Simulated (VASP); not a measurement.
# BaTiO3 (Amm2) in VASP: a series of runs, part 2 of 3

VASP 6.6.1. The steps go on from the part before.

## (3) Single point, r2SCAN+U

This run uses another cell than the first one, of the same volume but with other edges.

Input file POSCAR:

```
BaTiO3
1.0
    4.0498788258      0.0000000000      0.0000000000
    0.0000000000      2.8814196041      2.7715448575
    0.0000000000     -2.8814196041      2.7715448575
Ba Ti O
1 1 3
Direct
    0.0000000000      0.0044061013      0.0044061013
    0.5000000000      0.5135753574      0.5135753574
    0.0000000000      0.4947134011      0.4947134011
    0.5000000000      0.4954342955      0.9880908446
    0.5000000000      0.9880908446      0.4954342955
```

Input file INCAR.step1:

```
SYSTEM = BaTiO3
  PREC = Accurate
  ENCUT = 520
  ISMEAR = 0
  SIGMA = 0.05
  LREAL = .False.
  LASPH = .True.
  NELM = 150
  LMAXMIX = 4
  LDAU = .True.
  LDAUTYPE = 2
  LDAUL = -1 2 -1
  LDAUU = 0 4 0
  LDAUJ = 0 0 0
  NBANDS = 28
  GGA = PE
  ALGO = Normal
  EDIFF = 1E-4
  LWAVE = .True.
  LCHARG = .False.
```

Input file INCAR.step2:

```
SYSTEM = BaTiO3
  PREC = Accurate
  ENCUT = 520
  EDIFF = 1E-6
  ISMEAR = 0
  SIGMA = 0.05
  LREAL = .False.
  LASPH = .True.
  NELM = 150
  ALGO = Normal
  ISIF = 2
  LWAVE = .False.
  LCHARG = .True.
  LMAXMIX = 4
  LDAU = .True.
  LDAUTYPE = 2
  LDAUL = -1 2 -1
  LDAUU = 0 4 0
  LDAUJ = 0 0 0
  LDAUPRINT = 1
  METAGGA = R2SCAN
  LMIXTAU = .True.
  LELF = .True.
  LVHAR = .True.
  NBANDS = 28
  ISTART = 1
```

Input file KPOINTS:

```
Automatic mesh
0
Gamma
  6 6 6
  0 0 0
```

Potentials or basis: VASP PAW PBE potentials, release 64 (Ba_sv, Ti_sv, O).

Launch:

```bash
$ cat potpaw_PBE.64/Ba_sv/POTCAR potpaw_PBE.64/Ti_sv/POTCAR potpaw_PBE.64/O/POTCAR > POTCAR
$ cp INCAR.step1 INCAR
$ mpirun -np 1 vasp_std > vasp.out
$ cp INCAR.step2 INCAR
$ mpirun -np 1 vasp_std > vasp.out
```

OUTCAR:

```text
SYSTEM = BaTiO3
   PREC = Accurate
   ENCUT = 520
   EDIFF = 1E-6
   ISMEAR = 0
   LREAL = .False.
   LASPH = .True.
   NELM = 150
   ISIF = 2
   METAGGA = R2SCAN
   ISTART = 1

 ion  position               nearest neighbor table
   1  0.000  0.004  0.004-   3 2.72   4 2.82   5 2.82   4 2.82   5 2.82   3 2.83   4 2.87   5 2.87
                             5 2.87   4 2.87   3 2.88   3 2.88   2 3.39   2 3.39   2 3.47   2 3.47
   2  0.500  0.514  0.514-   4 1.90   5 1.90   3 2.03   3 2.03   5 2.10   4 2.10   1 3.39   1 3.39
                             1 3.47   1 3.47   1 3.52   1 3.52   1 3.52   1 3.52
   3  0.000  0.495  0.495-   2 2.03   2 2.03   1 2.72   1 2.83   1 2.88   1 2.88
   4  0.500  0.495  0.988-   2 1.90   2 2.10   1 2.82   1 2.82   1 2.87   1 2.87
   5  0.500  0.988  0.495-   2 1.90   2 2.10   1 2.82   1 2.82   1 2.87   1 2.87

  LATTYP: Found a base centered orthorhombic cell.
 ALAT       =     5.5430897150
 B/A-ratio  =     1.0396438637
 C/A-ratio  =     0.7306175859

  Lattice vectors:

 A1 = (   0.0000000000,   2.8814196041,   2.7715448575)
 A2 = (   0.0000000000,  -2.8814196041,   2.7715448575)
 A3 = (   4.0498788258,   0.0000000000,   0.0000000000)

Analysis of symmetry for initial positions (statically):
=====================================================================
 Subroutine PRICEL returns:
 Original cell was already a primitive cell.

 Routine SETGRP: Setting up the symmetry group for a
 base centered orthorhombic supercell.

 Subroutine GETGRP returns: Found  4 space group operations
 (whereof  4 operations were pure point group operations)
 out of a pool of  8 trial point group operations.

The static configuration has the point symmetry C_2v.

[... 187 lines left out ...]
  o =  0.1039  v =  0.0000  0.0000  0.0000  0.0000  0.0000  0.0000  0.0000 -0.8938  0.0000 -0.4485      0.0000  0.0000  0.0000  0.0000  0.0000  0.0000  0.0000  0.0000  0.0000  0.0000
  o =  0.2286  v =  0.0000  0.0000  0.0000  0.0000  0.0000  0.0000  0.0000 -0.4485  0.0000  0.8938      0.0000  0.0000  0.0000  0.0000  0.0000  0.0000  0.0000  0.0000  0.0000  0.0000
  o =  0.2286  v =  0.0000  0.0000 -0.4485  0.0000  0.8938  0.0000  0.0000  0.0000  0.0000  0.0000      0.0000  0.0000  0.0000  0.0000  0.0000  0.0000  0.0000  0.0000  0.0000  0.0000
  o =  0.2434  v =  0.0000  0.0000  0.0000  0.0000  0.0000  0.0000  1.0000  0.0000  0.0000  0.0000      0.0000  0.0000  0.0000  0.0000  0.0000  0.0000  0.0000  0.0000  0.0000  0.0000
  o =  0.2434  v =  0.0000  1.0000  0.0000  0.0000  0.0000  0.0000  0.0000  0.0000  0.0000  0.0000      0.0000  0.0000  0.0000  0.0000  0.0000  0.0000  0.0000  0.0000  0.0000  0.0000

 number of electron      39.9999990 magnetization

 Free energy of the ion-electron system (eV)
  ---------------------------------------------------
  ext. energy  EPLUGINS =         0.00000000
  ---------------------------------------------------
  free energy    TOTEN  =       -71.58460170 eV

  energy without entropy =      -71.58460170  energy(sigma->0) =      -71.58460170

 E-fermi :   3.9349     XC(G=0): -11.8678

 val. band max:        3.6126215962   @ k =   0.5000   0.5000   0.5000
 cond. band min:       6.3621393015   @ k =   0.0000   0.0000   0.0000
 fundamental gap:      2.7495177053
 Fermi energy:         3.9348593877

 k-point     1 :       0.0000    0.0000    0.0000
  band No.  band energies     occupation
      1     -56.2649      2.00000
      2     -31.4107      2.00000
      3     -31.3697      2.00000
      4     -31.3664      2.00000
      5     -21.9178      2.00000
      6     -14.3101      2.00000
[... 733 lines left out ...]
     27      12.2641      0.00000
     28      12.8242      0.00000

 [... further k-points ...]

------------------------ aborting loop because EDIFF is reached ----------------------------------------

  FORCE on cell =-STRESS in cart. coord.  units (eV):
  Direction    XX          YY          ZZ          XY          YZ          ZX
  --------------------------------------------------------------------------------------
  -------------------------------------------------------------------------------------
  Total        0.3595434      0.1109906      4.3042907      0.0000000      0.0000000      0.0000000
  in kB        8.9055642      2.7491360    106.6133857      0.0000000      0.0000000      0.0000000
  external PRESSURE =      39.4226953 kB  Pullay stress =       0.0000000 kB

 VOLUME and BASIS-vectors are now :
 -----------------------------------------------------------------------------
  energy-cutoff  :      520.00
  volume of cell :       64.68
      direct lattice vectors                 reciprocal lattice vectors
     4.049878826  0.000000000  0.000000000     0.246920968  0.000000000  0.000000000
     0.000000000  2.881419604  2.771544857     0.000000000  0.173525577  0.180404802
     0.000000000 -2.881419604  2.771544857     0.000000000 -0.173525577  0.180404802

 POSITION                                       TOTAL-FORCE (eV/Angst)
 -----------------------------------------------------------------------------------
      0.00000      0.00000      0.02442         0.000000     -0.000000     -0.048081
      2.02494      0.00000      2.84679         0.000000     -0.000000     -0.679594
      0.00000      0.00000      2.74224         0.000000     -0.000000      0.086601
      2.02494     -1.41955      4.11166         0.000000     -0.295616      0.320537
      2.02494      1.41955      4.11166         0.000000      0.295616      0.320537
 -----------------------------------------------------------------------------------
    total drift:                                0.000000      0.000003      0.002939

  FREE ENERGIE OF THE ION-ELECTRON SYSTEM (eV)
  ---------------------------------------------------
  free  energy   TOTEN  =       -71.5846017004 eV

  energy  without entropy=      -71.5846017004  energy(sigma->0) =      -71.58460170
```

OUTCAR.step1:

```text
SYSTEM = BaTiO3
   PREC = Accurate
   ENCUT = 520
   ISMEAR = 0
   LREAL = .False.
   LASPH = .True.
[... 984 lines left out ...]
      0.00000      0.00000      2.74224         0.000000      0.000000      0.053004
      2.02494     -1.41955      4.11166         0.000000     -0.307233      0.299029
      2.02494      1.41955      4.11166         0.000000      0.307233      0.299029
 -----------------------------------------------------------------------------------
    total drift:                                0.000000      0.000003     -0.003752

  FREE ENERGIE OF THE ION-ELECTRON SYSTEM (eV)
  ---------------------------------------------------
  free  energy   TOTEN  =       -37.2336918756 eV

  energy  without entropy=      -37.2336918756  energy(sigma->0) =      -37.23369188
```

Wall time 3.1 min (1 thread of Intel Xeon 6975P-C (Granite Rapids), shared host); peak memory 0.23 GiB.

Results:

```yaml
Free_energy: -71.5846 eV
Pressure: 3.9 GPa
Largest_force: 0.680 eV/Å
Band_gap_on_the_k_mesh: 2.75 eV (least direct gap 2.98 eV)
```

Forces in eV/Å, atoms in the order of the input:
```
Ba   0.000  0.000 -0.048
Ti   0.000  0.000 -0.680
O    0.000  0.000  0.087
O    0.000 -0.296  0.321
O    0.000  0.296  0.321
```

Levels at points of the mesh, in eV from the valence-band top:
| k point | band 16 | band 17 | band 18 | band 19 | band 20 | band 21 | band 22 | band 23 | band 24 | band 25 |
| --- | --- | --- | --- | --- | --- | --- | --- | --- | --- | --- |
| (0.00, 0.00, 0.00) | -1.23 | -1.12 | -0.41 | -0.35 | -0.23 | 2.75 | 2.87 | 2.91 | 4.31 | 4.43 |
| (0.50, 0.00, 0.00) | -2.03 | -1.65 | -1.43 | -1.13 | -0.81 | 3.08 | 4.24 | 4.37 | 4.41 | 6.17 |
| (0.00, 0.50, 0.00) | -1.91 | -1.84 | -1.75 | -0.89 | -0.87 | 2.99 | 4.30 | 4.44 | 4.47 | 6.30 |
| (0.50, 0.50, 0.00) | -2.52 | -1.95 | -1.00 | -1.00 | -0.13 | 4.32 | 4.44 | 4.83 | 5.14 | 7.97 |
| (0.00, 0.50, 0.50) | -2.64 | -1.90 | -0.88 | -0.75 | -0.11 | 4.41 | 4.52 | 4.86 | 5.08 | 8.12 |
| (0.50, 0.50, 0.50) | -2.42 | -2.17 | -0.06 | -0.03 | 0.00 | 4.96 | 5.08 | 5.12 | 7.04 | 7.28 |

Eigenvalues of the final occupation matrices:
```csv
site,spin,trace,eigenvalues
site 2 d,1,0.77,0.10 0.10 0.10 0.23 0.24
site 2 d,2,0.77,0.10 0.10 0.10 0.23 0.24
```

Caveat: the stress differs along the axes, from 0 to 11 GPa; the PAW data sets were made with another functional, which shifts forces and pressure a little; spin-orbit coupling is left out, which moves the levels of the heavy elements.

(Part 2 of 3 ends here.)
